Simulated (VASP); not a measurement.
The system is Se.

```
CELL_PARAMETERS angstrom
3.59519 0.00000 0.00000
-1.79760 3.11353 0.00000
0.00000 0.00000 5.99039
ATOMIC_POSITIONS crystal
Se 0.00000 0.00000 0.80256
Se 0.00000 0.00000 0.19744
Se 0.33333 0.66667 0.61461
Se 0.66667 0.33333 0.38539
```

```yaml
Program: VASP 6.6.1
Task: relaxation of cell and atoms
Functional: PBE
Potentials_or_basis: VASP PAW PBE potentials, release 64 (Se)
Cutoff: 600 eV
k_mesh: 6 × 6 × 4
Occupations: gaussian, width 0.1 eV
Spin: no spin polarisation
```

At the start: pressure 64.2 GPa; volume 16.76 Å³/atom.

Problem. How do energy, volume and symmetry change on relaxing?

Solution. Over 22 steps the energy falls by 1434.1 meV/atom and the volume is 25.61 Å³/atom (+52.8 %); space group P-3m1 (No. 164, to 0.05 Å).

The path:
| step | energy change (eV) | largest force (eV/Å) | pressure (GPa) | volume (Å³) |
| --- | --- | --- | --- | --- |
| 1 | 0.0000 | 2.5277 | 64.22 | 67.05 |
| 2 | -3.6167 | 1.1776 | -8.72 | 155.67 |
| 3 | -5.5225 | 1.0232 | -1.09 | 106.80 |
| 4 | -5.5246 | 1.0290 | -0.64 | 105.89 |
| 5 | -5.5240 | 1.0349 | -0.19 | 104.99 |
| 6 | -5.6108 | 0.7524 | 0.43 | 104.37 |
| 7 | -5.6484 | 0.0995 | 1.75 | 103.61 |
| 8 | -5.6497 | 0.1807 | 1.43 | 103.76 |
| 9 | -5.6748 | 0.0621 | -0.23 | 107.31 |
| 10 | -5.6749 | 0.0605 | -0.34 | 107.59 |
| 11 | -5.6827 | 0.0469 | -0.32 | 107.27 |
| 12 | -5.7000 | 0.1582 | -0.23 | 106.24 |
| 13 | -5.6963 | 0.5832 | -0.04 | 103.93 |
| 14 | -5.7064 | 0.2898 | -0.16 | 105.47 |
| 15 | -5.7160 | 0.2601 | -0.12 | 104.84 |
| 16 | -5.7333 | 0.1540 | 0.00 | 102.90 |
| 17 | -5.7338 | 0.1266 | 0.03 | 102.40 |
| 18 | -5.7338 | 0.1325 | 0.02 | 102.51 |
| 19 | -5.7361 | 0.0435 | -0.13 | 102.63 |
| 20 | -5.7362 | 0.0290 | -0.16 | 102.67 |
| 21 | -5.7360 | 0.0290 | 0.24 | 102.11 |
| 22 | -5.7364 | 0.0051 | 0.01 | 102.43 |

Final structure:
```xyz
4
Lattice="3.9809 0.0000 0.0000 -1.9905 3.4476 0.0000 0.0000 0.0000 7.4633" Properties=species:S:1:pos:R:3 pbc="T T T"
Se    0.0000    0.0000    6.2851
Se    0.0000    0.0000    1.1782
Se    0.0000    2.2984    4.5130
Se    1.9905    1.1492    2.9503
```

Caveat: the volume moved by over 15 % at a fixed basis, so the end points are rough.
